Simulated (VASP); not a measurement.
# MgS (pbe) (I4/mmm) in VASP: notebook

The runs below take MgS (pbe) through single point, with PBE.

All numbers are computed with VASP 6.6.1; they aren't measurements. Logs are shortened: lines on timing, memory, paths and dates and some standing lists are left out, and cuts for length are marked.

## Step 1: The cell of the first run

It takes space group I4/mmm (No. 139, tetragonal). Conventional cell: a = 3.661 Å, b = 3.661 Å, c = 5.262 Å, α = 90.00°, β = 90.00°, γ = 90.00°. Within 3.4 Å of Mg (site symmetry 4/mmm) lie 6 S at 2.59 to 2.63 Å. S (site symmetry 4/mmm) has 6 Mg at 2.59 to 2.63 Å within 3.4 Å.

## Step 2: Single point, PBE (strained cell)

The input, INCAR:

```
SYSTEM = MgS
ALGO = Normal
EDIFF = 1E-6
ENCUT = 600
GGA = PE
GGA_COMPAT = .FALSE.
ISIF = 2
ISMEAR = 0
LASPH = .TRUE.
LCHARG = .TRUE.
LELF = .TRUE.
LREAL = .FALSE.
LVHAR = .TRUE.
LWAVE = .FALSE.
NBANDS = 11
NELM = 120
PREC = Accurate
SIGMA = 0.02
```

The input, KPOINTS:

```
k-points
0
G
  6 6 6
  0 0 0
```

The input, POSCAR:

```
MgS
1.0
    0.0000000000      2.5889416591      2.6307831404
    2.5889416591      0.0000000000      2.6307831404
    2.5889416591      2.5889416591      0.0000000000
Mg S
1 1
Direct
    0.0000000000      0.0000000000      0.0000000000
    0.5000000000      0.5000000000      0.5000000000
```

Potentials or basis: VASP PAW PBE potentials, release 64 (Mg, S).

On the command line:

```
$ cat potpaw_PBE.64/Mg/POTCAR potpaw_PBE.64/S/POTCAR > POTCAR
$ mpirun -np 1 vasp_std > vasp.out
```

OUTCAR:

```text
SYSTEM = MgS
   EDIFF = 1E-6
   ENCUT = 600
   GGA = PE
   ISIF = 2
   ISMEAR = 0
   LASPH = .TRUE.
   LREAL = .FALSE.
   NELM = 120
   PREC = Accurate

 ion  position               nearest neighbor table
   1  0.000  0.000  0.000-   2 2.59   2 2.59   2 2.59   2 2.59   2 2.63   2 2.63
   2  0.500  0.500  0.500-   1 2.59   1 2.59   1 2.59   1 2.59   1 2.63   1 2.63

  LATTYP: Found a body centered tetragonal cell.
 ALAT       =     3.6613164065
 C/A-ratio  =     1.4370695391

  Lattice vectors:

 A1 = (  -2.5889416591,   0.0000000000,   2.6307831404)
 A2 = (   2.5889416591,   0.0000000000,   2.6307831404)
 A3 = (   0.0000000000,   2.5889416591,  -2.6307831404)

Analysis of symmetry for initial positions (statically):
=====================================================================
 Subroutine PRICEL returns:
 Original cell was already a primitive cell.

 Routine SETGRP: Setting up the symmetry group for a
 body centered tetragonal supercell.

 Subroutine GETGRP returns: Found 16 space group operations
 (whereof 16 operations were pure point group operations)
 out of a pool of 16 trial point group operations.

The static configuration has the point symmetry D_4h.

Analysis of symmetry for dynamics (positions and initial velocities):
=====================================================================
 Subroutine PRICEL returns:
 Original cell was already a primitive cell.

 Routine SETGRP: Setting up the symmetry group for a
 body centered tetragonal supercell.

 Subroutine GETGRP returns: Found 16 space group operations
 (whereof 16 operations were pure point group operations)
 out of a pool of 16 trial point group operations.

The dynamic configuration has the point symmetry D_4h.

 Subroutine INISYM returns: Found 16 space group operations
 (whereof 16 operations are pure point group operations),
 and found     1 'primitive' translations

----------------------------------------------------------------------------------------

                                     Primitive cell

  volume of cell :      35.2663

  direct lattice vectors                    reciprocal lattice vectors
     0.000000000  2.588941659  2.630783140    -0.193129111  0.193129111  0.190057475
     2.588941659  0.000000000  2.630783140     0.193129111 -0.193129111  0.190057475
     2.588941659  2.588941659  0.000000000     0.193129111  0.193129111 -0.190057475

  length of vectors
     3.691021382  3.691021382  3.661316406     0.332745474  0.332745474  0.332745474

  position of ions in fractional coordinates (direct lattice)
     0.000000000  0.000000000  0.000000000
     0.500000000  0.500000000  0.500000000

  ion indices of the primitive-cell ions
   primitive index   ion index
                 1           1
                 2           2

----------------------------------------------------------------------------------------

 KPOINTS: k-points

Automatic generation of k-mesh.
 Grid dimensions read from file:
 generate k-points for:    6    6    6

 Generating k-lattice:

  Cartesian coordinates                     Fractional coordinates (reciprocal lattice)
    -0.032188185  0.032188185  0.031676246     0.166666667  0.000000000  0.000000000
     0.032188185 -0.032188185  0.031676246     0.000000000  0.166666667  0.000000000
     0.032188185  0.032188185 -0.031676246     0.000000000  0.000000000  0.166666667

  Length of vectors
     0.055457579  0.055457579  0.055457579

  Shift w.r.t. Gamma in fractional coordinates (k-lattice)
     0.000000000  0.000000000  0.000000000

 Subroutine IBZKPT returns following result:
 ===========================================

 Found     30 irreducible k-points:

 Following reciprocal coordinates:
            Coordinates               Weight
  0.000000  0.000000  0.000000      1.000000
  0.166667 -0.000000  0.000000      8.000000
  0.333333 -0.000000  0.000000      8.000000
  0.500000 -0.000000  0.000000      4.000000
  0.166667  0.166667  0.000000      2.000000
  0.333333  0.166667  0.000000      8.000000
[... 16 lines left out ...]
  0.333333  0.000000  0.333333      4.000000
  0.500000  0.000000  0.333333     16.000000
 [... further k-points ...]
   k-points           NKPTS =     30   k-points in BZ     NKDIM =     30   number of bands    NBANDS=     11
   number of dos      NEDOS =    301   number of ions     NIONS =      2
   total plane-waves  NPLWV =  27000
   dimension x,y,z NGX =    30 NGY =   30 NGZ =   30
   dimension x,y,z NGXF=    60 NGYF=   60 NGZF=   60
   ions per type =               1   1
   NGX,Y,Z   is equivalent  to a cutoff of  13.51, 13.51, 13.62 a.u.
   NGXF,Y,Z  is equivalent  to a cutoff of  27.02, 27.02, 27.24 a.u.
 SYSTEM =  MgS
   PREC   = accura    normal or accurate (medium, high low for compatibility)
   ISTART =      0    job   : 0-new  1-cont  2-samecut
   ICHARG =      2    charge: 1-file 2-atom 10-const
   ISPIN  =      1    spin polarized calculation?
   LNONCOLLINEAR =      F non collinear calculations
   LSORBIT =      F    spin-orbit coupling
   LASPH  =      T    aspherical Exc in radial PAW
   ENCUT  =  600.0 eV  44.10 Ry    6.64 a.u.   7.37  7.37  7.31*2*pi/ulx,y,z
   NELM   =    120;   NELMIN=  2; NELMDL= -5     # of ELM steps
   EDIFF  = 0.1E-05   stopping-criterion for ELM
   LREAL  =      F    real-space projection
   EDIFFG = 0.1E-04   stopping-criterion for IOM
   NSW    =      0    number of steps for IOM
   IBRION =     -1    ionic relax: 0-MD 1-quasi-New 2-CG
   NFREE  =      0    steps in history (QN), initial steepest desc. (CG)
   ISIF   =      2    stress and relaxation
   ISYM   =      2    0-nonsym 1-usesym 2-fastsym
   POTIM  = 0.5000    time-step for ionic-motion
   TEBEG  =    0.0;   TEEND  =   0.0 temperature during run
   PSTRESS=    0.0 pullay stress
   NELECT =       8.0000    total number of electrons
   NUPDOWN=      -1.0000    fix difference up-down
   EMIN   =  10.00;   EMAX   =-10.00  energy-range for DOS
   EFERMI =   0.00;   METHOD = LEGACY
   ISMEAR =     0;   SIGMA  =   0.02  broadening in eV -4-tet -1-fermi 0-gaus
   EFERMI_NEDOS =   21; number of points for ismear=-14 and -15
   IALGO  =     38    algorithm
   IMIX   =      4    mixing-type and parameters
     AMIX     =   0.40;   BMIX     =  1.00
     AMIX_MAG =   1.60;   BMIX_MAG =  1.00
  volume/ion in A,a.u.               =      17.63       118.99
  Fermi-wavevector in a.u.,A,eV,Ry     =   0.998432  1.886762 13.563180  0.996866
  Thomas-Fermi vector in A             =   2.130655
   LORBIT       =      0    0 simple, 1 ext, 2 COOP (PROOUT), +10 PAW based schemes
   GGA     = PE    functional components
   LHFCALC =     F    Hartree Fock is set to
   AEXX    =    0.0000 exact exchange contribution
   IVDW    =     0    specifies the selected vdW correction
   LEPSILON=     F    determine dielectric tensor
   LRPA    =     F    only Hartree local field effects (RPA)
 non-spin polarized calculation
 Gauss-broadening in eV      SIGMA  =   0.02
  energy-cutoff  :      600.00
  volume of cell :       35.27
 maximum number of plane-waves:      1211
 NGX is ok and might be reduce to    30
   NGX = 15   NGY = 15   NGZ = 15

 number of electron       7.9999999 magnetization

 Free energy of the ion-electron system (eV)
  ---------------------------------------------------
  ext. energy  EPLUGINS =         0.00000000
  ---------------------------------------------------
  free energy    TOTEN  =        -8.49789935 eV

  energy without entropy =       -8.49789935  energy(sigma->0) =       -8.49789935

 E-fermi :   3.8842     XC(G=0):  -9.6817

 val. band max:        3.7595403295   @ k =   0.0000   0.0000   0.0000
 cond. band min:       6.4598391493   @ k =   0.5000   0.0000   0.5000
 fundamental gap:      2.7002988197
 Fermi energy:         3.8841712051

 k-point     1 :       0.0000    0.0000    0.0000
  band No.  band energies     occupation
      1      -8.9445      2.00000
      2       3.6921      2.00000
      3       3.6921      2.00000
      4       3.7595      2.00000
      5       7.4138      0.00000
      6      11.5598      0.00000
      7      11.7259      0.00000
      8      11.7259      0.00000
      9      13.9498      0.00000
     10      14.1712      0.00000
     11      16.2515      0.00000

 k-point     2 :       0.1667   -0.0000    0.0000
  band No.  band energies     occupation
      1      -8.6814      2.00000
      2       2.0871      2.00000
      3       3.5375      2.00000
      4       3.5559      2.00000
      5       8.5138      0.00000
      6      11.3688      0.00000
      7      11.8469      0.00000
      8      12.0101      0.00000
      9      13.3092      0.00000
     10      13.4143      0.00000
     11      16.1389      0.00000

 k-point     3 :       0.3333   -0.0000    0.0000
  band No.  band energies     occupation
      1      -8.0469      2.00000
      2      -0.1203      2.00000
      3       3.2415      2.00000
      4       3.2687      2.00000
      5       8.4926      0.00000
      6      10.9635      0.00000
      7      11.1433      0.00000
      8      13.0467      0.00000
      9      15.2080      0.00000
     10      15.2109      0.00000
     11      15.3033      0.00000

 k-point     4 :       0.5000   -0.0000    0.0000
  band No.  band energies     occupation
      1      -7.6422      2.00000
      2      -1.1077      2.00000
      3       3.1035      2.00000
      4       3.1500      2.00000
      5       8.2568      0.00000
      6      10.5411      0.00000
      7      10.7053      0.00000
      8      13.8141      0.00000
      9      15.8606      0.00000
     10      18.0241      0.00000
     11      18.1672      0.00000

 k-point     5 :       0.1667    0.1667    0.0000
  band No.  band energies     occupation
      1      -8.6053      2.00000
      2       2.2201      2.00000
      3       3.1882      2.00000
      4       3.1882      2.00000
      5       9.0168      0.00000
      6      10.1983      0.00000
      7      11.4976      0.00000
      8      12.8500      0.00000
      9      12.8500      0.00000
     10      14.6103      0.00000
     11      17.9491      0.00000
[... 211 lines left out ...]
 k-point    21 :      -0.1667    0.3333    0.1667
  band No.  band energies     occupation
      1      -7.6060      2.00000
      2      -0.0083      2.00000
      3       1.5543      2.00000
      4       2.4746      2.00000
      5       9.0026      0.00000
      6      10.3320      0.00000
      7      11.0906      0.00000
      8      13.5548      0.00000
      9      15.1863      0.00000
     10      18.6832      0.00000
     11      19.0668      0.00000

 k-point    22 :      -0.3333    0.5000    0.1667
  band No.  band energies     occupation
      1      -7.2631      2.00000
      2      -0.0317      2.00000
      3       1.1700      2.00000
      4       1.5030      2.00000
      5       8.2062      0.00000
      6      10.0007      0.00000
      7      12.8722      0.00000
      8      13.4835      0.00000
      9      17.5748      0.00000
     10      18.6996      0.00000
     11      19.1346      0.00000

 k-point    23 :       0.3333    0.0000    0.3333
  band No.  band energies     occupation
      1      -7.7618      2.00000
      2       0.3141      2.00000
      3       2.2884      2.00000
      4       2.4167      2.00000
      5       7.5931      0.00000
      6       8.6608      0.00000
      7      13.4729      0.00000
      8      14.9576      0.00000
      9      15.2175      0.00000
     10      15.6790      0.00000
     11      20.5835      0.00000

 k-point    24 :       0.5000    0.0000    0.3333
  band No.  band energies     occupation
      1      -7.3663      2.00000
      2      -0.1930      2.00000
      3       1.3959      2.00000
      4       2.2446      2.00000
      5       7.3789      0.00000
      6       9.3274      0.00000
      7      13.7223      0.00000
      8      14.0039      0.00000
      9      16.5322      0.00000
     10      18.4001      0.00000
     11      19.6916      0.00000

 [... further k-points ...]
[... 5 lines left out ...]
  --------------------------------------------------------------------------------------
  -------------------------------------------------------------------------------------
  Total        0.3058880      0.3058880     -0.0539424      0.0000000      0.0000000      0.0000000
  in kB       13.8967557     13.8967557     -2.4506494      0.0000000      0.0000000      0.0000000
  external PRESSURE =       8.4476207 kB  Pullay stress =       0.0000000 kB

 VOLUME and BASIS-vectors are now :
 -----------------------------------------------------------------------------
  energy-cutoff  :      600.00
  volume of cell :       35.27
      direct lattice vectors                 reciprocal lattice vectors
     0.000000000  2.588941659  2.630783140    -0.193129111  0.193129111  0.190057475
     2.588941659  0.000000000  2.630783140     0.193129111 -0.193129111  0.190057475
     2.588941659  2.588941659  0.000000000     0.193129111  0.193129111 -0.190057475

 POSITION                                       TOTAL-FORCE (eV/Angst)
 -----------------------------------------------------------------------------------
      0.00000      0.00000      0.00000         0.000000     -0.000000      0.000000
      2.58894      2.58894      2.63078        -0.000000      0.000000      0.000000
 -----------------------------------------------------------------------------------
    total drift:                               -0.000000     -0.000000      0.000000

  FREE ENERGIE OF THE ION-ELECTRON SYSTEM (eV)
  ---------------------------------------------------
  free  energy   TOTEN  =        -8.4978993524 eV

  energy  without entropy=       -8.4978993524  energy(sigma->0) =       -8.49789935
```

Run time: 8.3 s. Hardware: 1 thread of Intel Xeon 6975P-C (Granite Rapids), shared host; peak memory 0.17 GiB.

Results:

| Item | Value |
| --- | --- |
| Free energy | -8.4979 eV |
| Pressure | 0.8 GPa |
| Band gap on the k mesh | 2.70 eV, indirect (least direct gap 3.65 eV) |

Levels at points of the mesh, in eV from the valence-band top:
| k point | band 1 | band 2 | band 3 | band 4 | band 5 | band 6 | band 7 | band 8 |
| --- | --- | --- | --- | --- | --- | --- | --- | --- |
| (0.00, 0.00, 0.00) | -12.70 | -0.07 | -0.07 | 0.00 | 3.65 | 7.80 | 7.97 | 7.97 |
| (0.50, 0.00, 0.00) | -11.40 | -4.87 | -0.66 | -0.61 | 4.50 | 6.78 | 6.95 | 10.05 |
| (0.50, 0.50, 0.00) | -11.07 | -4.24 | -1.68 | -1.68 | 2.79 | 4.39 | 11.83 | 12.74 |
| (0.50, 0.00, 0.50) | -11.01 | -4.23 | -1.82 | -1.68 | 2.70 | 4.34 | 12.00 | 12.78 |

Caveat: the cell differs from its parent crystal (strained cell).

(Part 1 of 2 ends here.)
